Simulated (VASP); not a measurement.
Wanted: the native input for a VASP 6.6.1 run.

```
Task                   : single point
Functional             : PBE
Potentials or basis    : VASP PAW PBE potentials, release 64 (Nb_sv, C)
Cutoff                 : 520 eV
k mesh                 : 6 × 6 × 4
Occupations            : gaussian, width 0.1 eV
Spin                   : no spin polarisation
Dipole correction      : no
Further INCAR settings : ALGO = Normal; EDIFF = 1e-07; NBANDS = 27
```

The structure of Nb2C3 lies in POSCAR:

```
Nb2C3
1.0
    3.7660292900      0.0000000000      0.0000000000
   -1.8830146500      3.2614770400      0.0000000000
    0.0000000000      0.0000000000      6.8426129600
Nb C
2 3
Direct
    0.3333333300      0.6666666700      0.5000000000
    0.6666666700      0.3333333300      0.5000000000
    0.5000000000      0.0000000000      0.0000000000
    0.0000000000      0.5000000000      0.0000000000
    0.5000000000      0.5000000000      0.0000000000
```

The cell was built from a structure type or drawn by symmetry, and may not be a known phase.

These files were run (other wordings do the same):

INCAR

```
SYSTEM = Nb2C3
PREC = Accurate
ENCUT = 520
EDIFF = 1E-7
ISMEAR = 0
SIGMA = 0.1
LREAL = .False.
LASPH = .True.
NELM = 80
ALGO = Normal
ISIF = 2
LWAVE = .False.
LCHARG = .False.
GGA = PE
NBANDS = 27
```

KPOINTS

```
regular mesh
0
Gamma
  6 6 4
  0 0 0
```

Potentials or basis: VASP PAW PBE potentials, release 64 (Nb_sv, C).

Launch:

```console
$ cat potpaw_PBE.64/Nb_sv/POTCAR potpaw_PBE.64/C/POTCAR > POTCAR
$ mpirun -np 1 vasp_std > vasp.out
```

Results of the run:

The pressure is -0.9 GPa and the band gap on the k mesh is zero (bands 19 and 20 overlap by 1.28 eV).

It took 2.2 min on 1 thread of Intel Xeon 8259CL, on a shared host, peak memory 0.21 GiB.
